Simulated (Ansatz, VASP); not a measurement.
PtSe2 in VASP and in Ansatz

```
CELL_PARAMETERS angstrom
3.72866 0.00000 0.00000
-1.86433 3.22911 0.00000
0.00000 0.00000 5.27703
ATOMIC_POSITIONS crystal
Pt 0.00000 0.00000 0.00000
Se 0.33333 0.66667 0.24622
Se 0.66667 0.33333 0.75378
```

Alike in both runs: task single point; functional r2SCAN; k mesh 12 × 12 × 6; occupations fermi-dirac, width 0.02 eV; no spin polarisation.

|  | VASP | Ansatz |
| --- | --- | --- |
| version | VASP 6.6.1 | Ansatz 0.2.0 |
| potentials or method | VASP PAW PBE potentials, release 64 (Pt, Se) | plane waves, PAW |
| plane-wave cutoff (eV) | 520 | 500 |
| valence electrons in the cell | 22 | 50 |

|  | VASP | Ansatz | Ansatz less VASP |
| --- | --- | --- | --- |
| pressure (GPa) | 1.4 | 1.4 | -0.07 |
| rms of the force components (eV/Å) | 0.009 | 0.015 | +0.0061 |

VASP's potentials were made for PBE, not for r2SCAN. Atom by atom the forces differ by 0.006 eV/Å (rms over components). The functional is the same, so the differences come from potentials, cutoffs and numerics. VASP's potentials hold 22 valence electrons a cell and Ansatz's 50, so a difference there can come from the potentials and not from the codes.

Neither program's run includes spin-orbit coupling.
